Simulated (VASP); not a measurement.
# HfN (I4/mmm) in VASP: further runs, part 2 of 4

VASP 6.6.1.

### 3 Electric field gradients, PBEsol (equal xx and yy strain of +1 %)

The input, INCAR:

```
PREC = Accurate
ENCUT = 520
EDIFF = 1E-8
ISMEAR = -1
SIGMA = 0.01
LREAL = False
LASPH = True
NELM = 120
ALGO = Normal
ISIF = 2
LWAVE = False
LCHARG = False
GGA = PS
LEFG = True
NBANDS = 14
GGA_COMPAT = False
```

The input, KPOINTS:

```
Automatic mesh
0
Gamma
  10 10 10
```

The input, POSCAR:

```
HfN
1.0
    0.0000000000      2.2815900000      2.2590000000
    2.2815900000      0.0000000000      2.2590000000
    2.2815900000      2.2815900000      0.0000000000
Hf N
1 1
Direct
    0.0000000000      0.0000000000      0.0000000000
    0.5000000000      0.5000000000      0.5000000000
```

Potentials or basis: VASP PAW PBE potentials, release 64 (Hf_pv, N).

Command:

```sh
$ cat potpaw_PBE.64/Hf_pv/POTCAR potpaw_PBE.64/N/POTCAR > POTCAR
$ mpirun -np 1 vasp_std > vasp.out
```

OUTCAR:

```text
PREC = Accurate
   ENCUT = 520
   EDIFF = 1E-8
   ISMEAR = -1
   LREAL = False
   LASPH = True
   NELM = 120
   ISIF = 2
   GGA = PS

 ion  position               nearest neighbor table
   1  0.000  0.000  0.000-   2 2.26   2 2.26   2 2.28   2 2.28   2 2.28   2 2.28
   2  0.500  0.500  0.500-   1 2.26   1 2.26   1 2.28   1 2.28   1 2.28   1 2.28

  LATTYP: Found a body centered tetragonal cell.
 ALAT       =     3.2266555218
 C/A-ratio  =     1.4002114479

  Lattice vectors:

 A1 = (   0.0000000000,  -2.2815900000,  -2.2590000000)
 A2 = (   0.0000000000,   2.2815900000,  -2.2590000000)
 A3 = (   2.2815900000,   0.0000000000,   2.2590000000)

Analysis of symmetry for initial positions (statically):
=====================================================================
 Subroutine PRICEL returns:
 Original cell was already a primitive cell.

 Routine SETGRP: Setting up the symmetry group for a
 body centered tetragonal supercell.

 Subroutine GETGRP returns: Found 16 space group operations
 (whereof 16 operations were pure point group operations)
 out of a pool of 16 trial point group operations.

The static configuration has the point symmetry D_4h.

Analysis of symmetry for dynamics (positions and initial velocities):
=====================================================================
 Subroutine PRICEL returns:
 Original cell was already a primitive cell.

 Routine SETGRP: Setting up the symmetry group for a
 body centered tetragonal supercell.

 Subroutine GETGRP returns: Found 16 space group operations
 (whereof 16 operations were pure point group operations)
 out of a pool of 16 trial point group operations.

The dynamic configuration has the point symmetry D_4h.

 Subroutine INISYM returns: Found 16 space group operations
 (whereof 16 operations are pure point group operations),
 and found     1 'primitive' translations

----------------------------------------------------------------------------------------

                                     Primitive cell

  volume of cell :      23.5191

  direct lattice vectors                    reciprocal lattice vectors
     0.000000000  2.281590000  2.259000000    -0.219145421  0.219145421  0.221336875
     2.281590000  0.000000000  2.259000000     0.219145421 -0.219145421  0.221336875
     2.281590000  2.281590000  0.000000000     0.219145421  0.219145421 -0.221336875

  length of vectors
     3.210721715  3.210721715  3.226655522     0.380840443  0.380840443  0.380840443

  position of ions in fractional coordinates (direct lattice)
     0.000000000  0.000000000  0.000000000
     0.500000000  0.500000000  0.500000000

  ion indices of the primitive-cell ions
   primitive index   ion index
                 1           1
                 2           2

----------------------------------------------------------------------------------------

 KPOINTS: Automatic mesh

Automatic generation of k-mesh.
 Grid dimensions read from file:
 generate k-points for:   10   10   10

 Generating k-lattice:

  Cartesian coordinates                     Fractional coordinates (reciprocal lattice)
    -0.021914542  0.021914542  0.022133687     0.100000000  0.000000000  0.000000000
[... 75 lines left out ...]
   EFERMI_NEDOS =   21; number of points for ismear=-14 and -15
   IALGO  =     38    algorithm
   IMIX   =      4    mixing-type and parameters
     AMIX     =   0.40;   BMIX     =  1.00
     AMIX_MAG =   1.60;   BMIX_MAG =  1.00
  volume/ion in A,a.u.               =      11.76        79.36
  Fermi-wavevector in a.u.,A,eV,Ry     =   1.409174  2.662954 27.018078  1.985773
  Thomas-Fermi vector in A             =   2.531257
   LORBIT       =      0    0 simple, 1 ext, 2 COOP (PROOUT), +10 PAW based schemes
   GGA     = PS    functional components
   LHFCALC =     F    Hartree Fock is set to
   AEXX    =    0.0000 exact exchange contribution
   IVDW    =     0    specifies the selected vdW correction
   LEPSILON=     F    determine dielectric tensor
   LRPA    =     F    only Hartree local field effects (RPA)
 non-spin polarized calculation
  energy-cutoff  :      520.00
  volume of cell :       23.52
 maximum number of plane-waves:       643
   NGX = 11   NGY = 11   NGZ = 11

 number of electron      15.0000000 magnetization

 Free energy of the ion-electron system (eV)
  ---------------------------------------------------
  ext. energy  EPLUGINS =         0.00000000
  ---------------------------------------------------
  free energy    TOTEN  =       -22.95495688 eV

  energy without entropy =      -22.95451775  energy(sigma->0) =      -22.95473732

 E-fermi :   8.0503     XC(G=0): -12.7898

 val. band max:        8.0335848612   @ k =  -0.1000   0.1000   0.0000
 cond. band min:       8.0598632824   @ k =  -0.3000   0.2000   0.5000
 fundamental gap:      0.0262784212
 Fermi energy:         8.0503326508

 k-point     1 :       0.0000    0.0000    0.0000
  band No.  band energies     occupation
      1     -23.1137      2.00000
      2     -23.1137      2.00000
      3     -23.1022      2.00000
      4      -9.3026      2.00000
      5       5.0396      2.00000
      6       5.0396      2.00000
      7       5.0875      2.00000
      8       7.6297      2.00000
      9       7.6297      2.00000
     10       7.7378      2.00000
     11       9.5650      0.00000
     12       9.8478      0.00000
     13      10.0744      0.00000
     14      17.5151      0.00000
[... 377 lines left out ...]
      1     -23.7416      2.00000
      2     -23.3659      2.00000
      3     -23.3423      2.00000
      4      -7.8909      2.00000
      5       1.4867      2.00000
      6       3.4443      2.00000
      7       3.9133      2.00000
      8       5.5640      2.00000
      9      11.9674      0.00000
     10      12.4051      0.00000
     11      12.6871      0.00000
     12      12.6968      0.00000
     13      17.1188      0.00000
     14      19.1153      0.00000

 [... further k-points ...]
[... 5 lines left out ...]
  --------------------------------------------------------------------------------------
  -------------------------------------------------------------------------------------
  Total       -1.7043257     -1.7043257     -1.0971273      0.0000000      0.0000000      0.0000000
  in kB     -116.1025470   -116.1025470    -74.7388076      0.0000000      0.0000000      0.0000000
  external PRESSURE =    -102.3146338 kB  Pullay stress =       0.0000000 kB

 VOLUME and BASIS-vectors are now :
 -----------------------------------------------------------------------------
  energy-cutoff  :      520.00
  volume of cell :       23.52
      direct lattice vectors                 reciprocal lattice vectors
     0.000000000  2.281590000  2.259000000    -0.219145421  0.219145421  0.221336875
     2.281590000  0.000000000  2.259000000     0.219145421 -0.219145421  0.221336875
     2.281590000  2.281590000  0.000000000     0.219145421  0.219145421 -0.221336875

 POSITION                                       TOTAL-FORCE (eV/Angst)
 -----------------------------------------------------------------------------------
      0.00000      0.00000      0.00000        -0.000000      0.000000      0.000000
      2.28159      2.28159      2.25900         0.000000     -0.000000      0.000000
 -----------------------------------------------------------------------------------
    total drift:                                0.000000     -0.000000     -0.000000

  FREE ENERGIE OF THE ION-ELECTRON SYSTEM (eV)
  ---------------------------------------------------
  free  energy   TOTEN  =       -22.9549568827 eV

  energy  without entropy=      -22.9545177487  energy(sigma->0) =      -22.95473732

 Electric field gradients (V/A^2)
---------------------------------------------------------------------
 ion       V_xx      V_yy      V_zz      V_xy      V_xz      V_yz
---------------------------------------------------------------------
   1      18.427    18.427   -36.854    -0.000    -0.000    -0.000
   2       1.910     1.910    -3.820     0.001     0.001     0.001
---------------------------------------------------------------------

 Electric field gradients after diagonalization (V/A^2)
 (convention: |V_zz| > |V_xx| > |V_yy|)
----------------------------------------------------------------------
 ion       V_xx      V_yy      V_zz     asymmetry (V_yy - V_xx)/ V_zz
----------------------------------------------------------------------
   1      18.427    18.427   -36.854       0.000
   2       1.911     1.909    -3.820       0.001
----------------------------------------------------------------------

           NMR quadrupolar parameters

 Cq : quadrupolar parameter    Cq=e*Q*V_zz/h
 eta: asymmetry parameters     (V_yy - V_xx)/ V_zz
 Q  : nuclear electric quadrupole moment in mb (millibarn)
----------------------------------------------------------------------
 ion       Cq(MHz)       eta       Q (mb)
----------------------------------------------------------------------
   1      -0.089       0.000       1.000
   2      -0.009       0.001       1.000
----------------------------------------------------------------------
```

OSZICAR:

```text
N       E                     dE             d eps       ncg     rms          rms(c)
DAV:   1     0.354422480682E+02    0.35442E+02   -0.78519E+03  2856   0.101E+03
DAV:   2    -0.237525069302E+02   -0.59195E+02   -0.55133E+02  3710   0.230E+02
DAV:   3    -0.256849802919E+02   -0.19325E+01   -0.19242E+01  3366   0.345E+01
DAV:   4    -0.256925334966E+02   -0.75532E-02   -0.75522E-02  3372   0.248E+00
DAV:   5    -0.256925834038E+02   -0.49907E-04   -0.49907E-04  3306   0.172E-01    0.483E+01
DAV:   6    -0.230894613151E+02    0.26031E+01   -0.73385E+00  3174   0.207E+01    0.407E+01
DAV:   7    -0.229895624023E+02    0.99899E-01   -0.45200E-01  3546   0.585E+00    0.255E+01
DAV:   8    -0.229609517459E+02    0.28611E-01   -0.12161E-01  3228   0.293E+00    0.537E+00
DAV:   9    -0.229550468596E+02    0.59049E-02   -0.13909E-02  3264   0.964E-01    0.195E+00
DAV:  10    -0.229549962784E+02    0.50581E-04   -0.92286E-04  3828   0.275E-01    0.486E-01
DAV:  11    -0.229549582660E+02    0.38012E-04   -0.75022E-05  3636   0.834E-02    0.961E-02
DAV:  12    -0.229549569941E+02    0.12719E-05   -0.72370E-06  3608   0.229E-02    0.134E-02
DAV:  13    -0.229549568892E+02    0.10488E-06   -0.10601E-07  3398   0.301E-03    0.445E-03
DAV:  14    -0.229549568827E+02    0.65502E-08   -0.54699E-09  2286   0.622E-04
   1 F= -.22954957E+02 E0= -.22954737E+02  d E =-.439134E-03
```

stdout:

```text
POSCAR found type information on POSCAR HfN
 POSCAR found :  2 types and       2 ions
 scaLAPACK will be used
 -----------------------------------------------------------------------------
|                                                                             |
|                                                                             |
|     You enforced a specific xc type in the INCAR file but a different       |
|     I HOPE YOU KNOW WHAT YOU ARE DOING!                                     |
|                                                                             |
 -----------------------------------------------------------------------------

 LDA part: xc-table for (Slater+PW92), standard interpolation
 POSCAR, INCAR and KPOINTS ok, starting setup
 FFT: planning ... GRIDC
 FFT: planning ... GRID_SOFT
 FFT: planning ... GRID
 WAVECAR not read
 entering main loop
ion   1

ion   2
```

It took 19 s on 1 thread of Intel Xeon Platinum 8259CL at 2.50GHz (Skylake/Cascade Lake), shared host; peak memory 0.16 GiB.

Results:

```
Free energy : -22.9550 eV
Pressure    : -10.2 GPa
```

Stress tensor (GPa, compression positive):
```
-11.61   0.00   0.00
  0.00 -11.61   0.00
  0.00   0.00  -7.47
```

Levels at points of the mesh, in eV from the Fermi level:
```csv
k point,band 5,band 6,band 7,band 8,band 9,band 10,band 11,band 12
"(0.00, 0.00, 0.00)",-3.01,-3.01,-2.96,-0.42,-0.42,-0.31,1.51,1.80
"(0.50, 0.00, 0.00)",-8.82,-6.11,-6.10,3.18,3.56,3.62,4.27,8.49
"(0.50, 0.50, 0.00)",-5.35,-3.80,-3.71,-3.71,3.96,5.34,5.37,5.37
"(0.50, 0.00, 0.50)",-5.45,-3.77,-3.69,-3.64,3.95,5.30,5.37,5.44
```

Electric field gradients, principal values (V/Å²):
| atom | least | middle | greatest (by size) |
| --- | --- | --- | --- |
| 1 Hf | 18.427 | 18.427 | -36.854 |
| 2 N | 1.909 | 1.911 | -3.820 |

Caveat: the cell differs from its parent crystal (equal xx and yy strain of +1 %); without QUAD_EFG the Cq values of the log hold for a quadrupole moment of 1 mb, not for the nuclei; the PAW data sets were made with another functional, which shifts forces and pressure a little; spin-orbit coupling is left out, which moves the levels of the heavy elements.

### 4 Electric field gradients, PBEsol (equal xx and yy strain of +2 %)

The input, INCAR:

```
SYSTEM = HfN
ALGO = Normal
EDIFF = 1E-8
ENCUT = 520
GGA = PS
GGA_COMPAT = .False.
ISIF = 2
ISMEAR = -1
LASPH = .True.
LCHARG = .False.
LEFG = .True.
LREAL = .False.
LWAVE = .False.
NBANDS = 14
NELM = 120
PREC = Accurate
SIGMA = 0.01
```

The input, KPOINTS:

```
k-points
0
Gamma
  10 10 10
  0 0 0
```

The input, POSCAR:

```
HfN
1.0
    0.0000000000      2.3041800000      2.2590000000
    2.3041800000      0.0000000000      2.2590000000
    2.3041800000      2.3041800000      0.0000000000
Hf N
1 1
Direct
    0.0000000000      0.0000000000      0.0000000000
    0.5000000000      0.5000000000      0.5000000000
```

Potentials or basis: VASP PAW PBE potentials, release 64 (Hf_pv, N).

Command:

```sh
$ cat potpaw_PBE.64/Hf_pv/POTCAR potpaw_PBE.64/N/POTCAR > POTCAR
$ mpirun -np 1 vasp_std > vasp.out
```

OUTCAR:

```text
SYSTEM = HfN
   EDIFF = 1E-8
   ENCUT = 520
   GGA = PS
   ISIF = 2
   ISMEAR = -1
   LASPH = .True.
   LREAL = .False.
   NELM = 120
   PREC = Accurate

 ion  position               nearest neighbor table
   1  0.000  0.000  0.000-   2 2.26   2 2.26   2 2.30   2 2.30   2 2.30   2 2.30
   2  0.500  0.500  0.500-   1 2.26   1 2.26   1 2.30   1 2.30   1 2.30   1 2.30

  LATTYP: Found a body centered tetragonal cell.
 ALAT       =     3.2586026061
 C/A-ratio  =     1.3864838847

  Lattice vectors:

[... 621 lines left out ...]
  ---------------------------------------------------
  free  energy   TOTEN  =       -22.9135737707 eV

  energy  without entropy=      -22.9131148298  energy(sigma->0) =      -22.91334430

 Electric field gradients (V/A^2)
---------------------------------------------------------------------
 ion       V_xx      V_yy      V_zz      V_xy      V_xz      V_yz
---------------------------------------------------------------------
   1      36.507    36.507   -73.014     0.000    -0.000    -0.000
   2       3.709     3.709    -7.417     0.001     0.001     0.001
---------------------------------------------------------------------

 Electric field gradients after diagonalization (V/A^2)
 (convention: |V_zz| > |V_xx| > |V_yy|)
----------------------------------------------------------------------
 ion       V_xx      V_yy      V_zz     asymmetry (V_yy - V_xx)/ V_zz
----------------------------------------------------------------------
   1      36.507    36.507   -73.014       0.000
   2       3.710     3.708    -7.417       0.000
----------------------------------------------------------------------

           NMR quadrupolar parameters

 Cq : quadrupolar parameter    Cq=e*Q*V_zz/h
 eta: asymmetry parameters     (V_yy - V_xx)/ V_zz
 Q  : nuclear electric quadrupole moment in mb (millibarn)
----------------------------------------------------------------------
 ion       Cq(MHz)       eta       Q (mb)
----------------------------------------------------------------------
   1      -0.177       0.000       1.000
   2      -0.018       0.000       1.000
----------------------------------------------------------------------
```

stdout:

```text
POSCAR found type information on POSCAR HfN
 POSCAR found :  2 types and       2 ions
 scaLAPACK will be used
 -----------------------------------------------------------------------------
|                                                                             |
|                                                                             |
|     You enforced a specific xc type in the INCAR file but a different       |
|     I HOPE YOU KNOW WHAT YOU ARE DOING!                                     |
|                                                                             |
 -----------------------------------------------------------------------------

 LDA part: xc-table for (Slater+PW92), standard interpolation
 POSCAR, INCAR and KPOINTS ok, starting setup
 FFT: planning ... GRIDC
 FFT: planning ... GRID_SOFT
 FFT: planning ... GRID
 WAVECAR not read
 entering main loop
ion   1

ion   2
```

It took 18 s on 1 thread of Intel Xeon Platinum 8259CL at 2.50GHz (Skylake/Cascade Lake), shared host; peak memory 0.16 GiB.

What came out:

- Free energy: -22.9136 eV
- Pressure: -14.7 GPa

Stress tensor (GPa, compression positive):
```
-16.87   0.00   0.00
  0.00 -16.87   0.00
  0.00   0.00 -10.40
```

Levels at points of the mesh, in eV from the Fermi level:
```tsv
k point	band 5	band 6	band 7	band 8	band 9	band 10	band 11	band 12
(0.00, 0.00, 0.00)	-3.00	-3.00	-2.91	-0.45	-0.45	-0.24	1.24	1.68
(0.50, 0.00, 0.00)	-8.70	-6.02	-6.01	3.08	3.43	3.56	4.16	8.14
(0.50, 0.50, 0.00)	-5.28	-3.73	-3.73	-3.73	3.85	5.10	5.22	5.22
(0.50, 0.00, 0.50)	-5.48	-3.68	-3.68	-3.59	3.80	5.08	5.19	5.34
```

Electric field gradients, principal values (V/Å²):
| atom | least | middle | greatest (by size) |
| --- | --- | --- | --- |
| 1 Hf | 36.507 | 36.507 | -73.014 |
| 2 N | 3.708 | 3.710 | -7.417 |

Caveat: the cell differs from its parent crystal (equal xx and yy strain of +2 %); without QUAD_EFG the Cq values of the log hold for a quadrupole moment of 1 mb, not for the nuclei; the PAW data sets were made with another functional, which shifts forces and pressure a little; spin-orbit coupling is left out, which moves the levels of the heavy elements.

(Part 2 of 4 ends here.)
